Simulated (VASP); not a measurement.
# Tl in VASP: notebook

The runs below take Tl through single point, with PBE.

Everything below comes from runs of VASP 6.6.1. Logs are shortened: lines on timing, memory, paths and dates and some standing lists are left out, and cuts for length are marked.

### 1 The cell of the first run

Symmetry: Im-3m, No. 229, cubic system. The conventional cell has a = 3.882 Å, b = 3.882 Å, c = 3.882 Å, α = 90.00°, β = 90.00°, γ = 90.00°. Tl (site symmetry m-3m) has 14 Tl at 3.36 to 3.88 Å within 4.4 Å.

### 2 Single point, PBE

Contents of INCAR:

```
SYSTEM = Tl
PREC     = Accurate       ! precision mode
ENCUT    = 520            ! plane-wave cutoff, eV
EDIFF    = 1E-7           ! SCF threshold, eV
ISMEAR   = -1             ! smearing method
SIGMA    = 0.05           ! smearing width, eV
LREAL    = .False.        ! projectors in reciprocal space
LASPH    = .True.         ! aspherical terms in the spheres
NELM     = 100            ! most SCF steps
ALGO     = Normal         ! electronic algorithm
ISIF     = 2              ! what is computed and relaxed
LWAVE    = .False.        ! write WAVECAR
LCHARG   = .False.        ! write CHGCAR
GGA      = PE             ! functional
NBANDS   = 12             ! bands
```

Contents of KPOINTS:

```
Automatic mesh
0
Gamma
  4 4 4
  0 0 0
```

Contents of POSCAR:

```
Tl
1.0
   -1.9410000000      1.9410000000      1.9410000000
    1.9410000000     -1.9410000000      1.9410000000
    1.9410000000      1.9410000000     -1.9410000000
Tl
1
Direct
    0.0000000000      0.0000000000      0.0000000000
```

Potentials or basis: VASP PAW PBE potentials, release 64 (Tl_d).

The run is started by

```
cat potpaw_PBE.64/Tl_d/POTCAR > POTCAR
mpirun -np 1 vasp_std > vasp.out
```

OUTCAR:

```text
SYSTEM = Tl
   PREC = Accurate
   ENCUT = 520
   EDIFF = 1E-7
   ISMEAR = -1
   LREAL = .False.
   LASPH = .True.
   NELM = 100
   ISIF = 2
   GGA = PE

 ion  position               nearest neighbor table
   1  0.000  0.000  0.000-

  LATTYP: Found a body centered cubic cell.
 ALAT       =     3.8820000000

  Lattice vectors:

 A1 = (  -1.9410000000,   1.9410000000,   1.9410000000)
 A2 = (   1.9410000000,  -1.9410000000,   1.9410000000)
 A3 = (   1.9410000000,   1.9410000000,  -1.9410000000)

Analysis of symmetry for initial positions (statically):
=====================================================================
 Subroutine PRICEL returns:
 Original cell was already a primitive cell.

 Routine SETGRP: Setting up the symmetry group for a
 body centered cubic supercell.

 Subroutine GETGRP returns: Found 48 space group operations
 (whereof 48 operations were pure point group operations)
 out of a pool of 48 trial point group operations.

The static configuration has the point symmetry O_h .

Analysis of symmetry for dynamics (positions and initial velocities):
=====================================================================
 Subroutine PRICEL returns:
 Original cell was already a primitive cell.

 Routine SETGRP: Setting up the symmetry group for a
 body centered cubic supercell.

 Subroutine GETGRP returns: Found 48 space group operations
 (whereof 48 operations were pure point group operations)
 out of a pool of 48 trial point group operations.

The dynamic configuration has the point symmetry O_h .

 Subroutine INISYM returns: Found 48 space group operations
 (whereof 48 operations are pure point group operations),
 and found     1 'primitive' translations

----------------------------------------------------------------------------------------

                                     Primitive cell

  volume of cell :      29.2507

  direct lattice vectors                    reciprocal lattice vectors
    -1.941000000  1.941000000  1.941000000     0.000000000  0.257599176  0.257599176
     1.941000000 -1.941000000  1.941000000     0.257599176  0.000000000  0.257599176
     1.941000000  1.941000000 -1.941000000     0.257599176  0.257599176  0.000000000

  length of vectors
     3.361910617  3.361910617  3.361910617     0.364300248  0.364300248  0.364300248

  position of ions in fractional coordinates (direct lattice)
     0.000000000  0.000000000  0.000000000

  ion indices of the primitive-cell ions
   primitive index   ion index
                 1           1

----------------------------------------------------------------------------------------

 KPOINTS: Automatic mesh

Automatic generation of k-mesh.
 Grid dimensions read from file:
 generate k-points for:    4    4    4

 Generating k-lattice:

  Cartesian coordinates                     Fractional coordinates (reciprocal lattice)
     0.000000000  0.064399794  0.064399794     0.250000000  0.000000000  0.000000000
     0.064399794  0.000000000  0.064399794     0.000000000  0.250000000  0.000000000
     0.064399794  0.064399794  0.000000000     0.000000000  0.000000000  0.250000000

  Length of vectors
     0.091075062  0.091075062  0.091075062

  Shift w.r.t. Gamma in fractional coordinates (k-lattice)
     0.000000000  0.000000000  0.000000000

 Subroutine IBZKPT returns following result:
 ===========================================

 Found      8 irreducible k-points:

 Following reciprocal coordinates:
            Coordinates               Weight
  0.000000  0.000000  0.000000      1.000000
  0.250000  0.000000  0.000000     12.000000
  0.500000  0.000000  0.000000      6.000000
  0.250000  0.250000  0.000000     24.000000
  0.250000  0.250000  0.250000      2.000000
 -0.250000  0.250000  0.250000      6.000000
  0.500000  0.500000  0.250000     12.000000
  0.500000  0.500000  0.500000      1.000000
   k-points           NKPTS =      8   k-points in BZ     NKDIM =      8   number of bands    NBANDS=     12
   number of dos      NEDOS =    301   number of ions     NIONS =      1
   total plane-waves  NPLWV =  21952
   dimension x,y,z NGX =    28 NGY =   28 NGZ =   28
   dimension x,y,z NGXF=    56 NGYF=   56 NGZF=   56
   ions per type =               1
   NGX,Y,Z   is equivalent  to a cutoff of  13.85, 13.85, 13.85 a.u.
   NGXF,Y,Z  is equivalent  to a cutoff of  27.69, 27.69, 27.69 a.u.
 SYSTEM =  Tl
   PREC   = accura    normal or accurate (medium, high low for compatibility)
   ISTART =      0    job   : 0-new  1-cont  2-samecut
   ICHARG =      2    charge: 1-file 2-atom 10-const
   ISPIN  =      1    spin polarized calculation?
   LNONCOLLINEAR =      F non collinear calculations
   LSORBIT =      F    spin-orbit coupling
   LASPH  =      T    aspherical Exc in radial PAW
   ENCUT  =  520.0 eV  38.22 Ry    6.18 a.u.   6.25  6.25  6.25*2*pi/ulx,y,z
   NELM   =    100;   NELMIN=  2; NELMDL= -5     # of ELM steps
   EDIFF  = 0.1E-06   stopping-criterion for ELM
   LREAL  =      F    real-space projection
   EDIFFG = 0.1E-05   stopping-criterion for IOM
   NSW    =      0    number of steps for IOM
   IBRION =     -1    ionic relax: 0-MD 1-quasi-New 2-CG
   NFREE  =      0    steps in history (QN), initial steepest desc. (CG)
   ISIF   =      2    stress and relaxation
   ISYM   =      2    0-nonsym 1-usesym 2-fastsym
   POTIM  = 0.5000    time-step for ionic-motion
   TEBEG  =    0.0;   TEEND  =   0.0 temperature during run
   PSTRESS=    0.0 pullay stress
   NELECT =      13.0000    total number of electrons
   NUPDOWN=      -1.0000    fix difference up-down
   EMIN   =  10.00;   EMAX   =-10.00  energy-range for DOS
   EFERMI =   0.00;   METHOD = LEGACY
   ISMEAR =    -1;   SIGMA  =   0.05  broadening in eV -4-tet -1-fermi 0-gaus
   EFERMI_NEDOS =   21; number of points for ismear=-14 and -15
   IALGO  =     38    algorithm
   IMIX   =      4    mixing-type and parameters
     AMIX     =   0.40;   BMIX     =  1.00
     AMIX_MAG =   1.60;   BMIX_MAG =  1.00
  volume/ion in A,a.u.               =      29.25       197.39
  Fermi-wavevector in a.u.,A,eV,Ry     =   1.249330  2.360891 21.236311  1.560825
  Thomas-Fermi vector in A             =   2.383375
   LORBIT       =      0    0 simple, 1 ext, 2 COOP (PROOUT), +10 PAW based schemes
   GGA     = PE    functional components
   LHFCALC =     F    Hartree Fock is set to
   AEXX    =    0.0000 exact exchange contribution
   IVDW    =     0    specifies the selected vdW correction
   LEPSILON=     F    determine dielectric tensor
   LRPA    =     F    only Hartree local field effects (RPA)
 non-spin polarized calculation
  energy-cutoff  :      520.00
  volume of cell :       29.25
 maximum number of plane-waves:       798
 NGX is ok and might be reduce to    28
   NGX = 13   NGY = 13   NGZ = 13

 number of electron      13.0000002 magnetization

 Free energy of the ion-electron system (eV)
  ---------------------------------------------------
  ext. energy  EPLUGINS =         0.00000000
  ---------------------------------------------------
  free energy    TOTEN  =        -2.13126596 eV

  energy without entropy =       -2.10579620  energy(sigma->0) =       -2.11853108

 E-fermi :   6.2855     XC(G=0): -10.0677

 val. band max:        6.2687036941   @ k =   0.2500   0.2500   0.0000
 cond. band min:       7.1136375942   @ k =   0.2500   0.2500   0.2500
 fundamental gap:      0.8449339001
 Fermi energy:         6.2855273029

 k-point     1 :       0.0000    0.0000    0.0000
  band No.  band energies     occupation
      1      -5.2808      2.00000
      2      -5.2808      2.00000
      3      -5.2808      2.00000
      4      -4.8721      2.00000
      5      -4.8721      2.00000
      6      -3.5371      2.00000
      7      16.9521      0.00000
      8      16.9521      0.00000
      9      16.9521      0.00000
     10      18.6453      0.00000
     11      18.6453      0.00000
     12      18.6453      0.00000

 k-point     2 :       0.2500    0.0000    0.0000
  band No.  band energies     occupation
      1      -5.3682      2.00000
      2      -5.2892      2.00000
      3      -4.9558      2.00000
      4      -4.9307      2.00000
      5      -4.8726      2.00000
      6      -2.1017      2.00000
      7       9.7952      0.00000
      8      13.9908      0.00000
      9      14.8267      0.00000
     10      16.9000      0.00000
     11      17.9136      0.00000
     12      19.7640      0.00000

 k-point     3 :       0.5000    0.0000    0.0000
  band No.  band energies     occupation
      1      -5.4541      2.00000
      2      -5.4216      2.00000
      3      -4.8992      2.00000
      4      -4.8707      2.00000
      5      -4.6014      2.00000
      6       1.3274      2.00000
      7       3.7101      2.00000
      8      12.0909      0.00000
      9      13.4508      0.00000
     10      16.3048      0.00000
     11      17.5004      0.00000
     12      22.5881      0.00000

 k-point     4 :       0.2500    0.2500    0.0000
  band No.  band energies     occupation
      1      -5.4012      2.00000
      2      -5.2126      2.00000
      3      -4.9565      2.00000
      4      -4.9197      2.00000
      5      -4.7725      2.00000
      6       0.6091      2.00000
      7       6.2687      1.16667
      8       8.4930      0.00000
      9      12.9207      0.00000
     10      18.8836      0.00000
     11      18.9426      0.00000
     12      22.7222      0.00000

 k-point     5 :       0.2500    0.2500    0.2500
  band No.  band energies     occupation
      1      -5.1645      2.00000
      2      -5.1645      2.00000
      3      -5.1645      2.00000
      4      -4.8662      2.00000
      5      -4.8662      2.00000
      6       2.1085      2.00000
      7       7.1136      0.00000
      8       7.1136      0.00000
      9       7.1136      0.00000
     10      25.0805      0.00000
     11      25.0805      0.00000
     12      25.0805      0.00000

 k-point     6 :      -0.2500    0.2500    0.2500
  band No.  band energies     occupation
      1      -5.1692      2.00000
      2      -5.0625      2.00000
      3      -5.0625      2.00000
      4      -5.0191      2.00000
      5      -4.9768      2.00000
      6      -0.7253      2.00000
      7      10.0392      0.00000
      8      11.1913      0.00000
      9      11.1913      0.00000
     10      14.3595      0.00000
     11      21.6800      0.00000
     12      21.6808      0.00000

 k-point     7 :       0.5000    0.5000    0.2500
  band No.  band energies     occupation
      1      -5.3223      2.00000
      2      -5.1971      2.00000
      3      -5.0835      2.00000
      4      -4.8988      2.00000
      5      -4.6346      2.00000
      6       2.3279      2.00000
      7       5.2974      2.00000
      8       9.4924      0.00000
      9      10.8826      0.00000
     10      15.9356      0.00000
     11      16.9180      0.00000
     12      21.2737      0.00000

 k-point     8 :       0.5000    0.5000    0.5000
  band No.  band energies     occupation
      1      -5.4752      2.00000
      2      -5.4752      2.00000
      3      -4.6675      2.00000
      4      -4.6675      2.00000
      5      -4.6675      2.00000
      6       4.6496      2.00000
      7       7.7924      0.00000
      8       7.7924      0.00000
      9       7.7924      0.00000
     10      12.8077      0.00000
     11      12.8077      0.00000
     12      24.4749      0.00000

------------------------ aborting loop because EDIFF is reached ----------------------------------------

  FORCE on cell =-STRESS in cart. coord.  units (eV):
  Direction    XX          YY          ZZ          XY          YZ          ZX
  --------------------------------------------------------------------------------------
  -------------------------------------------------------------------------------------
  Total        0.6263671      0.6263671      0.6263671      0.0000000      0.0000000     -0.0000000
  in kB       34.3085933     34.3085933     34.3085933      0.0000000      0.0000000     -0.0000000
  external PRESSURE =      34.3085933 kB  Pullay stress =       0.0000000 kB

 VOLUME and BASIS-vectors are now :
 -----------------------------------------------------------------------------
  energy-cutoff  :      520.00
  volume of cell :       29.25
      direct lattice vectors                 reciprocal lattice vectors
    -1.941000000  1.941000000  1.941000000     0.000000000  0.257599176  0.257599176
     1.941000000 -1.941000000  1.941000000     0.257599176  0.000000000  0.257599176
     1.941000000  1.941000000 -1.941000000     0.257599176  0.257599176  0.000000000

 POSITION                                       TOTAL-FORCE (eV/Angst)
 -----------------------------------------------------------------------------------
      0.00000      0.00000      0.00000        -0.000000      0.000000     -0.000000
 -----------------------------------------------------------------------------------
    total drift:                               -0.000000     -0.000000     -0.000000

  FREE ENERGIE OF THE ION-ELECTRON SYSTEM (eV)
  ---------------------------------------------------
  free  energy   TOTEN  =        -2.1312659630 eV

  energy  without entropy=       -2.1057962037  energy(sigma->0) =       -2.11853108
```

Wall time 4.8 s (1 thread of Intel Xeon Platinum 8488C (Sapphire Rapids), shared host); peak memory 0.15 GiB.

What came out:

```yaml
Free_energy: -2.1313 eV
Pressure: 3.4 GPa
```

Levels at points of the mesh, in eV from the Fermi level:
```tsv
k point	band 2	band 3	band 4	band 5	band 6	band 7	band 8	band 9	band 10	band 11
(0.00, 0.00, 0.00)	-11.57	-11.57	-11.16	-11.16	-9.82	10.67	10.67	10.67	12.36	12.36
(0.50, 0.00, 0.00)	-11.71	-11.18	-11.16	-10.89	-4.96	-2.58	5.81	7.17	10.02	11.21
(0.50, 0.50, 0.50)	-11.76	-10.95	-10.95	-10.95	-1.64	1.51	1.51	1.51	6.52	6.52
```

Caveat: the k points lie up to 0.57 Å⁻¹ apart; spin-orbit coupling is left out, which moves the levels of the heavy elements.

### 3 Single point, PBE (equal xy, yz and zx shear strains of +1 %)

Contents of INCAR:

```
PREC = Accurate ; ENCUT = 520
EDIFF = 1E-6 ; ISMEAR = -1
SIGMA = 0.05 ; LREAL = F
LASPH = T ; NELM = 80
ALGO = Normal ; ISIF = 2
LWAVE = F ; LCHARG = F
GGA = PE ; NBANDS = 12
```

Contents of KPOINTS:

```
Automatic mesh
0
Gamma
  13 13 13
```

Contents of POSCAR:

```
Tl
1.0
   -1.9215900000      1.9410000000      1.9410000000
    1.9410000000     -1.9215900000      1.9410000000
    1.9410000000      1.9410000000     -1.9215900000
Tl
1
Direct
    0.0000000000      0.0000000000      0.0000000000
```

Potentials or basis: VASP PAW PBE potentials, release 64 (Tl_d).

The run is started by

```
cat potpaw_PBE.64/Tl_d/POTCAR > POTCAR
mpirun -np 1 vasp_std > vasp.out
```

OUTCAR:

```text
PREC = Accurate
   ENCUT = 520
   EDIFF = 1E-6
   ISMEAR = -1
   LREAL = F
   LASPH = T
   NELM = 80
   ISIF = 2
   GGA = PE

 ion  position               nearest neighbor table
   1  0.000  0.000  0.000-

  LATTYP: Found a trigonal (rhomboedric) cell.
 ALAT       =     3.3507417281
 COS(alpha) =    -0.3288480252

  Lattice vectors:

 A1 = (  -1.9215900000,   1.9410000000,   1.9410000000)
 A2 = (   1.9410000000,  -1.9215900000,   1.9410000000)
[... 539 lines left out ...]
     12      21.2613      0.00000

 [... further k-points ...]

------------------------ aborting loop because EDIFF is reached ----------------------------------------

  FORCE on cell =-STRESS in cart. coord.  units (eV):
  Direction    XX          YY          ZZ          XY          YZ          ZX
  --------------------------------------------------------------------------------------
  -------------------------------------------------------------------------------------
  Total        0.4061573      0.4061573      0.4061573     -0.0188071     -0.0188071     -0.0188071
  in kB       22.2484976     22.2484976     22.2484976     -1.0302148     -1.0302148     -1.0302148
  external PRESSURE =      22.2484976 kB  Pullay stress =       0.0000000 kB

 VOLUME and BASIS-vectors are now :
 -----------------------------------------------------------------------------
  energy-cutoff  :      520.00
  volume of cell :       29.25
      direct lattice vectors                 reciprocal lattice vectors
    -1.921590000  1.941000000  1.941000000    -0.002563303  0.256330340  0.256330340
     1.941000000 -1.921590000  1.941000000     0.256330340 -0.002563303  0.256330340
     1.941000000  1.941000000 -1.921590000     0.256330340  0.256330340 -0.002563303

 POSITION                                       TOTAL-FORCE (eV/Angst)
 -----------------------------------------------------------------------------------
      0.00000      0.00000      0.00000        -0.000000      0.000000     -0.000000
 -----------------------------------------------------------------------------------
    total drift:                               -0.000000     -0.000000     -0.000000

  FREE ENERGIE OF THE ION-ELECTRON SYSTEM (eV)
  ---------------------------------------------------
  free  energy   TOTEN  =        -2.2063019201 eV

  energy  without entropy=       -2.2009740952  energy(sigma->0) =       -2.20363801
```

stdout:

```text
POSCAR found type information on POSCAR Tl
 POSCAR found :  1 types and       1 ions
 scaLAPACK will be used
 LDA part: xc-table for (Slater+PW92), standard interpolation
 POSCAR, INCAR and KPOINTS ok, starting setup
 FFT: planning ... GRIDC
 FFT: planning ... GRID_SOFT
 FFT: planning ... GRID
 WAVECAR not read
 entering main loop
```

Run time: 60 s. Hardware: 1 thread of Intel Xeon Platinum 8488C (Sapphire Rapids), shared host; peak memory 0.21 GiB.

Results:

```
Free energy : -2.2063 eV
Pressure    : 2.2 GPa
```

Caveat: the cell differs from its parent crystal (equal xy, yz and zx shear strains of +1 %); spin-orbit coupling is left out, which moves the levels of the heavy elements.
